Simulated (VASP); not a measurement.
Write the native input for VASP 6.6.1 that does the following.

```yaml
Task: single point
Functional: revPBE
Potentials_or_basis: VASP PAW PBE potentials, release 64 (Ta_pv)
Cutoff: 520 eV
k_mesh: 9 × 9 × 13
Occupations: fermi-dirac, width 0.1 eV
Spin: no spin polarisation
Dipole_correction: no
Further_INCAR_settings: ALGO = Normal; EDIFF = 1e-06; NBANDS = 24
```

The structure of Ta lies in POSCAR:

```
Ta
1.0
    5.0727484734      0.0000000000      0.0000000000
   -2.5363742367      4.3931290450      0.0000000000
    0.0000000000      0.0000000000      2.8484805726
Ta
3
Direct
    0.0000000000      1.0000000000      0.0000000000
    0.3333333333      0.6666666667      0.5000000000
    0.6666666667      0.3333333333      0.5000000000
```

This cell differs from its parent crystal: volume scaled by 1.12.

The input as run:

INCAR

```
SYSTEM = Ta
PREC = Accurate
ENCUT = 520
EDIFF = 1E-6
ISMEAR = -1
SIGMA = 0.1
LREAL = .False.
LASPH = .True.
NELM = 100
ALGO = Normal
ISIF = 2
LWAVE = .False.
LCHARG = .True.
GGA = RE
LELF = .True.
LVHAR = .True.
NBANDS = 24
```

KPOINTS

```
regular mesh
0
Gamma
  9 9 13
  0 0 0
```

Potentials or basis: VASP PAW PBE potentials, release 64 (Ta_pv).

Command:

```console
$ cat potpaw_PBE.64/Ta_pv/POTCAR > POTCAR
$ mpirun -np 1 vasp_std > vasp.out
```

Results of the run:

```
Pressure : -16.4 GPa
```

Caveat: the PAW data sets were made with another functional, which shifts forces and pressure a little.

It took 110 s on 1 thread of Intel Xeon 6975P-C, with other jobs on the host, peak memory 0.25 GiB.
